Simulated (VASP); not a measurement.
# Sb (Fm-3m) in VASP: a series of runs

The runs below take Sb through single point, with r2SCAN, r2SCAN0.

All numbers are computed with VASP 6.6.1; they aren't measurements. Logs are shortened: lines on timing, memory, paths and dates and some standing lists are left out, and cuts for length are marked.

## (1) The cell of the first run

It takes space group Fm-3m (No. 225, cubic). Conventional cell: a = 4.773 Å, b = 4.773 Å, c = 4.773 Å, α = 90.00°, β = 90.00°, γ = 90.00°. Sb (site symmetry m-3m) has 12 Sb at 3.37 Å within 4.4 Å.

This isn't the form of Sb at room conditions, which is rhombohedral.

## (2) Single point, r2SCAN

POSCAR

```
Sb
1.0
    0.0000000000      2.3864604735      2.3864604735
    2.3864604735      0.0000000000      2.3864604735
    2.3864604735      2.3864604735      0.0000000000
Sb
1
Direct
    0.0000000000      0.0000000000      0.0000000000
```

INCAR.step1

```
SYSTEM = Sb
PREC = Accurate
ENCUT = 520
ISMEAR = -1
SIGMA = 0.1
LREAL = .False.
LASPH = .True.
NELM = 80
NBANDS = 8
GGA = PE
ALGO = Normal
EDIFF = 1E-4
LWAVE = .True.
LCHARG = .False.
```

INCAR.step2

```
SYSTEM = Sb
PREC = Accurate
ENCUT = 520
EDIFF = 1E-6
ISMEAR = -1
SIGMA = 0.1
LREAL = .False.
LASPH = .True.
NELM = 80
ALGO = Normal
ISIF = 2
LWAVE = .False.
LCHARG = .True.
METAGGA = R2SCAN
LMIXTAU = .True.
LELF = .True.
LVHAR = .True.
NBANDS = 8
ISTART = 1
```

KPOINTS

```
regular mesh
0
Gamma
  6 6 6
  0 0 0
```

Potentials or basis: VASP PAW PBE potentials, release 64 (Sb).

Command:

```console
> cat potpaw_PBE.64/Sb/POTCAR > POTCAR
> cp INCAR.step1 INCAR
> mpirun -np 1 vasp_std > vasp.out
> cp INCAR.step2 INCAR
> mpirun -np 1 vasp_std > vasp.out
```

OUTCAR:

```text
SYSTEM = Sb
   PREC = Accurate
   ENCUT = 520
   EDIFF = 1E-6
   ISMEAR = -1
   LREAL = .False.
   LASPH = .True.
   NELM = 80
   ISIF = 2
   METAGGA = R2SCAN
   ISTART = 1

 ion  position               nearest neighbor table
   1  0.000  0.000  0.000-

  LATTYP: Found a face centered cubic cell.
 ALAT       =     4.7729209470

  Lattice vectors:

 A1 = (   0.0000000000,   2.3864604735,   2.3864604735)
 A2 = (   2.3864604735,   0.0000000000,   2.3864604735)
 A3 = (   2.3864604735,   2.3864604735,   0.0000000000)

Analysis of symmetry for initial positions (statically):
=====================================================================
 Subroutine PRICEL returns:
 Original cell was already a primitive cell.

 Routine SETGRP: Setting up the symmetry group for a
 face centered cubic supercell.

 Subroutine GETGRP returns: Found 48 space group operations
 (whereof 48 operations were pure point group operations)
 out of a pool of 48 trial point group operations.

The static configuration has the point symmetry O_h .

Analysis of symmetry for dynamics (positions and initial velocities):
=====================================================================
 Subroutine PRICEL returns:
 Original cell was already a primitive cell.

 Routine SETGRP: Setting up the symmetry group for a
 face centered cubic supercell.

 Subroutine GETGRP returns: Found 48 space group operations
 (whereof 48 operations were pure point group operations)
 out of a pool of 48 trial point group operations.

The dynamic configuration has the point symmetry O_h .

 Subroutine INISYM returns: Found 48 space group operations
 (whereof 48 operations are pure point group operations),
 and found     1 'primitive' translations

----------------------------------------------------------------------------------------

                                     Primitive cell

  volume of cell :      27.1827

  direct lattice vectors                    reciprocal lattice vectors
     0.000000000  2.386460474  2.386460474    -0.209515308  0.209515308  0.209515308
     2.386460474  0.000000000  2.386460474     0.209515308 -0.209515308  0.209515308
     2.386460474  2.386460474  0.000000000     0.209515308  0.209515308 -0.209515308

  length of vectors
     3.374964768  3.374964768  3.374964768     0.362891158  0.362891158  0.362891158

  position of ions in fractional coordinates (direct lattice)
     0.000000000  0.000000000  0.000000000

  ion indices of the primitive-cell ions
   primitive index   ion index
                 1           1

----------------------------------------------------------------------------------------

 KPOINTS: regular mesh

Automatic generation of k-mesh.
 Grid dimensions read from file:
 generate k-points for:    6    6    6

 Generating k-lattice:

  Cartesian coordinates                     Fractional coordinates (reciprocal lattice)
    -0.034919218  0.034919218  0.034919218     0.166666667  0.000000000  0.000000000
     0.034919218 -0.034919218  0.034919218     0.000000000  0.166666667  0.000000000
     0.034919218  0.034919218 -0.034919218     0.000000000  0.000000000  0.166666667

  Length of vectors
     0.060481860  0.060481860  0.060481860

  Shift w.r.t. Gamma in fractional coordinates (k-lattice)
     0.000000000  0.000000000  0.000000000

 Subroutine IBZKPT returns following result:
 ===========================================

 Found     16 irreducible k-points:

 Following reciprocal coordinates:
            Coordinates               Weight
  0.000000  0.000000  0.000000      1.000000
  0.166667  0.000000  0.000000      8.000000
  0.333333  0.000000  0.000000      8.000000
  0.500000  0.000000  0.000000      4.000000
  0.166667  0.166667  0.000000      6.000000
  0.333333  0.166667  0.000000     24.000000
[... 8 lines left out ...]
 -0.333333  0.333333  0.166667     24.000000
 -0.333333  0.500000  0.166667     12.000000
   k-points           NKPTS =     16   k-points in BZ     NKDIM =     16   number of bands    NBANDS=      8
   number of dos      NEDOS =    301   number of ions     NIONS =      1
   total plane-waves  NPLWV =  21952
   dimension x,y,z NGX =    28 NGY =   28 NGZ =   28
   dimension x,y,z NGXF=    56 NGYF=   56 NGZF=   56
   ions per type =               1
   NGX,Y,Z   is equivalent  to a cutoff of  13.79, 13.79, 13.79 a.u.
   NGXF,Y,Z  is equivalent  to a cutoff of  27.58, 27.58, 27.58 a.u.
 SYSTEM =  Sb
   PREC   = accura    normal or accurate (medium, high low for compatibility)
   ISTART =      1    job   : 0-new  1-cont  2-samecut
   ICHARG =      0    charge: 1-file 2-atom 10-const
   ISPIN  =      1    spin polarized calculation?
   LNONCOLLINEAR =      F non collinear calculations
   LSORBIT =      F    spin-orbit coupling
   LASPH  =      T    aspherical Exc in radial PAW
   ENCUT  =  520.0 eV  38.22 Ry    6.18 a.u.   6.28  6.28  6.28*2*pi/ulx,y,z
   NELM   =     80;   NELMIN=  2; NELMDL=  0     # of ELM steps
   EDIFF  = 0.1E-05   stopping-criterion for ELM
   LREAL  =      F    real-space projection
   EDIFFG = 0.1E-04   stopping-criterion for IOM
   NSW    =      0    number of steps for IOM
   IBRION =     -1    ionic relax: 0-MD 1-quasi-New 2-CG
   NFREE  =      0    steps in history (QN), initial steepest desc. (CG)
   ISIF   =      2    stress and relaxation
   ISYM   =      2    0-nonsym 1-usesym 2-fastsym
   POTIM  = 0.5000    time-step for ionic-motion
   TEBEG  =    0.0;   TEEND  =   0.0 temperature during run
   PSTRESS=    0.0 pullay stress
   NELECT =       5.0000    total number of electrons
   NUPDOWN=      -1.0000    fix difference up-down
   EMIN   =  10.00;   EMAX   =-10.00  energy-range for DOS
   EFERMI =   0.00;   METHOD = LEGACY
   ISMEAR =    -1;   SIGMA  =   0.10  broadening in eV -4-tet -1-fermi 0-gaus
   EFERMI_NEDOS =   21; number of points for ismear=-14 and -15
   IALGO  =     38    algorithm
   IMIX   =      4    mixing-type and parameters
     AMIX     =   0.40;   BMIX     =  1.00
     AMIX_MAG =   1.60;   BMIX_MAG =  1.00
  volume/ion in A,a.u.               =      27.18       183.44
  Fermi-wavevector in a.u.,A,eV,Ry     =   0.931038  1.759406 11.793954  0.866831
  Thomas-Fermi vector in A             =   2.057489
   LORBIT       =      0    0 simple, 1 ext, 2 COOP (PROOUT), +10 PAW based schemes
   METAGGA = R2SCAN    functional components
   LHFCALC =     F    Hartree Fock is set to
   AEXX    =    0.0000 exact exchange contribution
   IVDW    =     0    specifies the selected vdW correction
   LEPSILON=     F    determine dielectric tensor
   LRPA    =     F    only Hartree local field effects (RPA)
 non-spin polarized calculation
  energy-cutoff  :      520.00
  volume of cell :       27.18
 maximum number of plane-waves:       754
 NGX is ok and might be reduce to    28
   NGX = 13   NGY = 13   NGZ = 13

 number of electron       5.0000000 magnetization

 Free energy of the ion-electron system (eV)
  ---------------------------------------------------
  ext. energy  EPLUGINS =         0.00000000
  ---------------------------------------------------
  free energy    TOTEN  =       -25.28242291 eV

  energy without entropy =      -25.24884038  energy(sigma->0) =      -25.26563164

 E-fermi :   8.5389     XC(G=0): -10.7877

 val. band max:        8.3061152405   @ k =  -0.1667   0.1667   0.0000
 cond. band min:       8.6014339009   @ k =  -0.3333   0.3333   0.1667
 fundamental gap:      0.2953186604
 Fermi energy:         8.5388537796

 k-point     1 :       0.0000    0.0000    0.0000
  band No.  band energies     occupation
      1      -5.1621      2.00000
      2      13.8984      0.00000
      3      13.8984      0.00000
      4      13.8984      0.00000
      5      18.7325      0.00000
      6      18.7325      0.00000
      7      18.7325      0.00000
      8      19.3656      0.00000

 k-point     2 :       0.1667    0.0000    0.0000
  band No.  band energies     occupation
      1      -4.5861      2.00000
      2      10.1181      0.00000
      3      13.2729      0.00000
      4      13.2729      0.00000
      5      17.4363      0.00000
      6      19.5683      0.00000
      7      19.5683      0.00000
      8      21.4332      0.00000

 k-point     3 :       0.3333    0.0000    0.0000
  band No.  band energies     occupation
      1      -2.9214      2.00000
      2       5.1492      2.00000
      3      12.4283      0.00000
      4      12.4283      0.00000
      5      17.0118      0.00000
      6      18.5089      0.00000
      7      18.5089      0.00000
      8      19.8356      0.00000

 k-point     4 :       0.5000    0.0000    0.0000
  band No.  band energies     occupation
      1      -1.1951      2.00000
      2       2.2523      2.00000
      3      12.1048      0.00000
      4      12.1048      0.00000
      5      17.0521      0.00000
      6      17.8752      0.00000
      7      17.8752      0.00000
      8      18.8488      0.00000

 k-point     5 :       0.1667    0.1667    0.0000
  band No.  band energies     occupation
      1      -4.3928      2.00000
      2      11.4552      0.00000
      3      11.7941      0.00000
      4      11.7941      0.00000
      5      15.7796      0.00000
      6      17.9059      0.00000
      7      21.5108      0.00000
      8      21.5108      0.00000
[... 89 lines left out ...]
 k-point    14 :       0.5000    0.3333    0.1667
  band No.  band energies     occupation
      1      -1.4851      2.00000
      2       5.7689      2.00000
      3       7.1467      2.00000
      4       9.6295      0.00004
      5      16.8873      0.00000
      6      17.4205      0.00000
      7      19.8862      0.00000
      8      24.5060      0.00000

 k-point    15 :      -0.3333    0.3333    0.1667
  band No.  band energies     occupation
      1       0.0578      2.00000
      2       3.7799      2.00000
      3       6.5241      2.00000
      4       8.6014      0.69693
      5      16.9687      0.00000
      6      18.6688      0.00000
      7      21.5477      0.00000
      8      22.2513      0.00000

 k-point    16 :      -0.3333    0.5000    0.1667
  band No.  band energies     occupation
      1       0.7338      2.00000
      2       3.9692      2.00000
      3       6.3316      2.00000
      4       7.1912      2.00000
      5      16.3534      0.00000
      6      16.7835      0.00000
      7      22.6168      0.00000
      8      22.9088      0.00000

------------------------ aborting loop because EDIFF is reached ----------------------------------------

  FORCE on cell =-STRESS in cart. coord.  units (eV):
  Direction    XX          YY          ZZ          XY          YZ          ZX
  --------------------------------------------------------------------------------------
  -------------------------------------------------------------------------------------
  Total        0.0228391      0.0228391      0.0228391      0.0000000     -0.0000000      0.0000000
  in kB        1.3461592      1.3461592      1.3461592      0.0000000     -0.0000000      0.0000000
  external PRESSURE =       1.3461592 kB  Pullay stress =       0.0000000 kB

 VOLUME and BASIS-vectors are now :
 -----------------------------------------------------------------------------
  energy-cutoff  :      520.00
  volume of cell :       27.18
      direct lattice vectors                 reciprocal lattice vectors
     0.000000000  2.386460474  2.386460474    -0.209515308  0.209515308  0.209515308
     2.386460474  0.000000000  2.386460474     0.209515308 -0.209515308  0.209515308
     2.386460474  2.386460474  0.000000000     0.209515308  0.209515308 -0.209515308

 POSITION                                       TOTAL-FORCE (eV/Angst)
 -----------------------------------------------------------------------------------
      0.00000      0.00000      0.00000         0.000000      0.000000      0.000000
 -----------------------------------------------------------------------------------
    total drift:                                0.000000      0.000000      0.000000

  FREE ENERGIE OF THE ION-ELECTRON SYSTEM (eV)
  ---------------------------------------------------
  free  energy   TOTEN  =       -25.2824229055 eV

  energy  without entropy=      -25.2488403762  energy(sigma->0) =      -25.26563164
```

Wall time 24 s (1 thread of Intel Xeon 8259CL, shared host); peak memory 0.16 GiB.

Results:

```
Free energy            : -25.2824 eV
Pressure               : 0.1 GPa
Band gap on the k mesh : zero (an odd number of electrons rules out a gap without spin polarisation)
```

Caveat: the k points lie up to 0.38 Å⁻¹ apart, too coarse for converged energies and pressures of a metal; the PAW data sets were made with another functional, which shifts forces and pressure a little; spin-orbit coupling is left out, which moves the levels of the heavy elements.

## (3) Single point, r2SCAN0

POSCAR is that of step 2.

INCAR.step1

```
ALGO = Normal
EDIFF = 1E-5
ENCUT = 520
GGA = PE
ISIF = 2
ISMEAR = -1
LASPH = True
LREAL = False
LWAVE = True
NBANDS = 8
NELM = 60
PREC = Accurate
SIGMA = 0.1
```

INCAR.step2

```
AEXX = 0.25
ALGO = Normal
EDIFF = 1E-6
ENCUT = 520
ISIF = 2
ISMEAR = -1
ISTART = 1
LASPH = True
LCHARG = True
LELF = True
LHFCALC = True
LMIXTAU = True
LREAL = False
LVHAR = True
LWAVE = False
METAGGA = R2SCAN
NBANDS = 8
NELM = 60
PREC = Accurate
PRECFOCK = Normal
SIGMA = 0.1
```

KPOINTS

```
k-points
0
Gamma
  6 6 6
```

Potentials or basis: VASP PAW PBE potentials, release 64 (Sb).

Command:

```console
> cat potpaw_PBE.64/Sb/POTCAR > POTCAR
> cp INCAR.step1 INCAR
> mpirun -np 1 vasp_std > vasp.out
> cp INCAR.step2 INCAR
> mpirun -np 1 vasp_std > vasp.out
```

Wall time 11 min (1 thread of Intel Xeon 8259CL, shared host); peak memory 0.17 GiB.

It converged, with:

* Free energy: -21.3758 eV
* Pressure: -3.1 GPa
* Band gap on the k mesh: zero (an odd number of electrons rules out a gap without spin polarisation)

Levels at points of the mesh, in eV from the Fermi level:
| k point | band 1 | band 2 | band 3 | band 4 | band 5 | band 6 |
| --- | --- | --- | --- | --- | --- | --- |
| (0.00, 0.00, 0.00) | -15.57 | 6.22 | 6.22 | 6.22 | 10.98 | 10.98 |
| (0.50, 0.00, 0.00) | -11.20 | -7.57 | 4.31 | 4.31 | 9.22 | 10.10 |
| (0.50, 0.50, 0.00) | -9.26 | -6.54 | 0.42 | 0.42 | 4.88 | 5.16 |

Caveat: the k points lie up to 0.38 Å⁻¹ apart, too coarse for converged energies and pressures of a metal; the PAW data sets were made with another functional, which shifts forces and pressure a little; spin-orbit coupling is left out, which moves the levels of the heavy elements.
